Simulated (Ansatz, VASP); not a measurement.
CO: VASP beside Ansatz

```xyz
20
Lattice="9.1017 0.0000 0.0000 0.0000 9.1017 0.0000 0.0000 0.0000 9.1017" Properties=species:S:1:pos:R:3 pbc="T T T"
O     0.8011   -0.5476    1.2763
O     7.6354    3.1156    8.3690
O     6.3989    5.6785    6.8479
O     6.3216    0.0150    4.8190
O     5.5815    7.1920    0.8022
O     2.5206    3.4752    8.5055
O     0.6590    1.9497    5.4924
O     1.5254    5.1182    5.1784
O     6.3993    3.6823    2.3959
O     2.4767    8.3835    4.9016
C     0.5402    0.3656    1.8984
C     8.2105    2.1526    8.5557
C     6.2083    5.5266    5.7391
C     6.4944    0.1393    3.7030
C     6.4078    7.8412    0.3697
C     3.3003    3.3076    7.6963
C    -0.2436    2.3381    4.9224
C     2.4131    5.1582    4.4706
C     7.2091    4.4572    2.5812
C     2.9997    9.0344    4.1315
```

Alike in both runs: functional PBE; dispersion D3(BJ); k mesh 1 × 1 × 1; occupations fermi-dirac, width 0.02 eV; no spin polarisation.

Ansatz relaxed the structure, and its values are those at the end. VASP's run is a single point on that final structure, the one shown.

|  | VASP | Ansatz |
| --- | --- | --- |
| version | VASP 6.6.1 | Ansatz 0.2.0 |
| potentials or method | VASP PAW PBE potentials, release 64 (O, C), cutoff 520 eV | scalar-relativistic, plane waves, PAW |
| valence electrons in the cell | 100 | 100 |

|  | VASP | Ansatz | Ansatz less VASP |
| --- | --- | --- | --- |
| gap on the k mesh at the Fermi level (eV) | 6.16 | 6.16 | +0.003 |
| rms of the force components (eV/Å) | 0.489 | 0.058 | -0.4309 |

One of these differences is far larger than is usual between the two programs; its cause wasn't traced. Ansatz's warnings: xc potential rough in thin density.

Noted on VASP's run: the standard files for N, O and F lose accuracy on very short bonds.
